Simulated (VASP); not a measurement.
# MgZn5S6 (P31m) in VASP: single point with LDA

Aim: the single point of MgZn5S6 with LDA.

Everything below comes from runs of VASP 6.6.1. Logs are shortened: lines on timing, memory, paths and dates and some standing lists are left out, and cuts for length are marked.

## 1. The cell of the first run

It takes space group P31m (No. 157, trigonal). The conventional cell has a = 6.719 Å, b = 6.719 Å, c = 6.341 Å, α = 90.00°, β = 90.00°, γ = 120.00°. Mg (site symmetry 3m) has 4 S at 2.45 to 2.47 Å within 3.2 Å. Zn (site symmetry m) has 4 S at 2.36 to 2.37 Å within 3.1 Å. Within 3.1 Å of Zn (site symmetry 3) lie 4 S at 2.35 to 2.37 Å. S (site symmetry m) has 3 Zn at 2.35 to 2.36 Å and 1 Mg at 2.45 Å within 3.1 Å. S (site symmetry 3) has 4 Zn at 2.37 Å within 3.1 Å. Within 3.1 Å of S (site symmetry 3m) lie 3 Zn at 2.37 Å and 1 Mg at 2.47 Å.

## 2. Single point, LDA

Input file POSCAR:

```
MgZn5S6
1.0
    6.7194441058     -0.0000000289      0.0000000000
   -3.3597220279      5.8192093094      0.0000000000
    0.0000000000      0.0000000000      6.3414472000
Mg Zn S
1 5 6
Direct
    0.0000000000      0.0000000000      0.5038940000
    0.3367990000      0.3367990000      0.0052210000
    0.0000000000      0.6632010000      0.0052210000
    0.6632010000      0.0000000000      0.0052210000
    0.6666666667      0.3333333333      0.5047800000
    0.3333333333      0.6666666667      0.5047800000
    0.3443090000      0.3443090000      0.3772840000
    0.0000000000      0.6556910000      0.3772840000
    0.6556910000      0.0000000000      0.3772840000
    0.6666666667      0.3333333333      0.8781620000
    0.3333333333      0.6666666667      0.8781620000
    0.0000000000      0.0000000000      0.8927060000
```

Input file INCAR.step1:

```
SYSTEM = MgZn5S6
PREC = Accurate
ENCUT = 520
EDIFF = 1E-7
ISMEAR = 0
SIGMA = 0.02
LREAL = .FALSE.
LASPH = .TRUE.
NELM = 80
ALGO = Normal
ISIF = 2
LWAVE = .FALSE.
LCHARG = .TRUE.
GGA = CA
NBANDS = 61
```

Input file KPOINTS.step1:

```
regular mesh
0
G
  6 6 4
  0 0 0
```

Input file INCAR.step2:

```
SYSTEM = MgZn5S6
PREC = Accurate
ENCUT = 520
EDIFF = 1E-7
ISMEAR = -5
SIGMA = 0.02
LREAL = .FALSE.
LASPH = .TRUE.
NELM = 80
ALGO = Normal
ISIF = 2
LWAVE = .FALSE.
LCHARG = .FALSE.
GGA = CA
LORBIT = 10
NEDOS = 2001
ICHARG = 11
```

Input file KPOINTS.step2:

```
regular mesh
0
G
  9 9 6
  0 0 0
```

Potentials or basis: VASP PAW LDA potentials, release 64 (Mg, Zn, S).

On the command line:

```console
$ cat potpaw_LDA.64/Mg/POTCAR potpaw_LDA.64/Zn/POTCAR potpaw_LDA.64/S/POTCAR > POTCAR
$ cp INCAR.step1 INCAR
$ cp KPOINTS.step1 KPOINTS
$ mpirun -np 1 vasp_std > vasp.out
$ cp INCAR.step2 INCAR
$ cp KPOINTS.step2 KPOINTS
$ mpirun -np 1 vasp_std > vasp.out
```

OUTCAR:

```text
SYSTEM = MgZn5S6
   PREC = Accurate
   ENCUT = 520
   EDIFF = 1E-7
   ISMEAR = -5
   LREAL = .FALSE.
   LASPH = .TRUE.
   NELM = 80
   ISIF = 2
   GGA = CA
   LORBIT = 10
   ICHARG = 11

 ion  position               nearest neighbor table
   1  0.000  0.000  0.504-   9 2.45   7 2.45   8 2.45  12 2.47
   2  0.337  0.337  0.005-   7 2.36  10 2.37  11 2.37  12 2.37
   3  0.000  0.663  0.005-   8 2.36  11 2.37  10 2.37  12 2.37
   4  0.663  0.000  0.005-   9 2.36  10 2.37  11 2.37  12 2.37
   5  0.667  0.333  0.505-   9 2.35   8 2.35   7 2.35  10 2.37
   6  0.333  0.667  0.505-   8 2.35   9 2.35   7 2.35  11 2.37
   7  0.344  0.344  0.377-   5 2.35   6 2.35   2 2.36   1 2.45
   8  0.000  0.656  0.377-   6 2.35   5 2.35   3 2.36   1 2.45
   9  0.656  0.000  0.377-   5 2.35   6 2.35   4 2.36   1 2.45
  10  0.667  0.333  0.878-   5 2.37   4 2.37   3 2.37   2 2.37
  11  0.333  0.667  0.878-   6 2.37   3 2.37   4 2.37   2 2.37
  12  0.000  0.000  0.893-   4 2.37   2 2.37   3 2.37   1 2.47

  LATTYP: Found a hexagonal cell.
 ALAT       =     6.7194441058
 C/A-ratio  =     0.9437458070

  Lattice vectors:

 A1 = (   6.7194441058,  -0.0000000289,   0.0000000000)
 A2 = (  -3.3597220279,   5.8192093094,   0.0000000000)
 A3 = (   0.0000000000,   0.0000000000,   6.3414472000)

Analysis of symmetry for initial positions (statically):
=====================================================================
 Subroutine PRICEL returns:
 Original cell was already a primitive cell.

 Routine SETGRP: Setting up the symmetry group for a
 hexagonal supercell.

 Subroutine GETGRP returns: Found  6 space group operations
 (whereof  6 operations were pure point group operations)
 out of a pool of 24 trial point group operations.

The static configuration has the point symmetry C_3v.

Analysis of symmetry for dynamics (positions and initial velocities):
=====================================================================
 Subroutine PRICEL returns:
 Original cell was already a primitive cell.

 Routine SETGRP: Setting up the symmetry group for a
 hexagonal supercell.

 Subroutine GETGRP returns: Found  6 space group operations
 (whereof  6 operations were pure point group operations)
 out of a pool of 24 trial point group operations.

The dynamic configuration has the point symmetry C_3v.

 Subroutine INISYM returns: Found  6 space group operations
 (whereof  6 operations are pure point group operations),
 and found     1 'primitive' translations

[... 140 lines left out ...]
   LORBIT       =     10    0 simple, 1 ext, 2 COOP (PROOUT), +10 PAW based schemes
   GGA     = CA    functional components
   LHFCALC =     F    Hartree Fock is set to
   AEXX    =    0.0000 exact exchange contribution
   IVDW    =     0    specifies the selected vdW correction
   LEPSILON=     F    determine dielectric tensor
   LRPA    =     F    only Hartree local field effects (RPA)
 non-spin polarized calculation
 Fermi weights with tetrahedron method with Bloechl corrections
  energy-cutoff  :      520.00
  volume of cell :      247.96
 maximum number of plane-waves:      6706
 NGX is ok and might be reduce to    50

 number of electron      97.9999955 magnetization

 Free energy of the ion-electron system (eV)
  ---------------------------------------------------
  ext. energy  EPLUGINS =         0.00000000
  ---------------------------------------------------
  free energy    TOTEN  =       -50.12061408 eV

  energy without entropy =      -50.12061408  energy(sigma->0) =      -50.12061408

 E-fermi :   1.5825     XC(G=0):  -9.7009

 val. band max:        1.5755834128   @ k =   0.0000   0.0000   0.0000
 cond. band min:       3.5925657635   @ k =   0.0000   0.0000   0.0000
 fundamental gap:      2.0169823508
 Fermi energy:         1.5825174394

 k-point     1 :       0.0000    0.0000    0.0000
  band No.  band energies     occupation
      1     -11.1135      2.00000
      2     -10.2261      2.00000
      3     -10.1159      2.00000
      4      -9.9852      2.00000
      5      -9.9773      2.00000
      6      -9.9771      2.00000
[... 1453 lines left out ...]
     57       7.3670      0.00000
     58       7.4286      0.00000

 [... further k-points ...]
[... 5 lines left out ...]
  --------------------------------------------------------------------------------------
  -------------------------------------------------------------------------------------
  Total       -8.4075541     -8.4075541     -8.3691360      0.0000000     -0.0000000      0.0000000
  in kB      -54.3243513    -54.3243513    -54.0761177      0.0000000     -0.0000000      0.0000000
  external PRESSURE =     -54.2416067 kB  Pullay stress =       0.0000000 kB

 VOLUME and BASIS-vectors are now :
 -----------------------------------------------------------------------------
  energy-cutoff  :      520.00
  volume of cell :      247.96
      direct lattice vectors                 reciprocal lattice vectors
     6.719444106 -0.000000029  0.000000000     0.148821835  0.085922326  0.000000000
    -3.359722028  5.819209309  0.000000000     0.000000001  0.171844653  0.000000000
     0.000000000  0.000000000  6.341447200     0.000000000  0.000000000  0.157692711

 POSITION                                       TOTAL-FORCE (eV/Angst)
 -----------------------------------------------------------------------------------
      0.00000      0.00000      3.19542        -0.000000      0.000000     -0.001014
      1.13155      1.95990      0.03311        -0.006571     -0.011381      0.011012
     -2.22817      3.85931      0.03311        -0.006571      0.011381      0.011012
      4.45634     -0.00000      0.03311         0.013142     -0.000000      0.011012
      3.35972      1.93974      3.20104         0.000000      0.000000     -0.023254
      0.00000      3.87947      3.20104        -0.000000      0.000000     -0.023254
      1.15678      2.00361      2.39253         0.074626      0.129255     -0.042747
     -2.20294      3.81560      2.39253         0.074626     -0.129255     -0.042747
      4.40588     -0.00000      2.39253        -0.149251      0.000000     -0.042747
      3.35972      1.93974      5.56882         0.000000      0.000000     -0.000073
      0.00000      3.87947      5.56882        -0.000000      0.000000     -0.000073
      0.00000      0.00000      5.66105         0.000000      0.000000      0.142873
 -----------------------------------------------------------------------------------
    total drift:                               -0.000007     -0.000012     -0.001682

  FREE ENERGIE OF THE ION-ELECTRON SYSTEM (eV)
  ---------------------------------------------------
  free  energy   TOTEN  =       -50.1206140762 eV

  energy  without entropy=      -50.1206140762  energy(sigma->0) =      -50.12061408

 total charge

# of ion       s       p       d       tot
------------------------------------------
    1        0.174   0.152   0.038   0.363
    2        0.522   0.456   9.795  10.773
    3        0.522   0.456   9.795  10.773
    4        0.522   0.456   9.795  10.773
    5        0.526   0.473   9.797  10.796
    6        0.526   0.473   9.797  10.796
    7        1.313   2.427   0.000   3.741
    8        1.313   2.427   0.000   3.741
    9        1.313   2.427   0.000   3.741
   10        1.316   2.394   0.000   3.710
   11        1.316   2.394   0.000   3.710
   12        1.315   2.416   0.000   3.731
--------------------------------------------------
tot         10.679  16.952  49.016  76.646
```

OUTCAR.step1:

```text
SYSTEM = MgZn5S6
   PREC = Accurate
   ENCUT = 520
   EDIFF = 1E-7
   ISMEAR = 0
   LREAL = .FALSE.
   LASPH = .TRUE.
   NELM = 80
[... 1794 lines left out ...]
      3.35972      1.93974      5.56882         0.000000      0.000000     -0.000155
      0.00000      3.87947      5.56882        -0.000000      0.000000     -0.000155
      0.00000      0.00000      5.66105        -0.000000      0.000000      0.141579
 -----------------------------------------------------------------------------------
    total drift:                               -0.000007     -0.000012     -0.001623

  FREE ENERGIE OF THE ION-ELECTRON SYSTEM (eV)
  ---------------------------------------------------
  free  energy   TOTEN  =       -50.1149196431 eV

  energy  without entropy=      -50.1149196431  energy(sigma->0) =      -50.11491964
```

Wall time 9.8 min (1 thread of Intel Xeon 6975P-C (Granite Rapids), shared host); peak memory 0.73 GiB.

Results:

```yaml
Valence_electrons_inside_the_program's_atomic_spheres: Mg 0.36; Zn 10.77, 10.80 (each value once); S 3.74, 3.71, 3.73 (each value once)
```
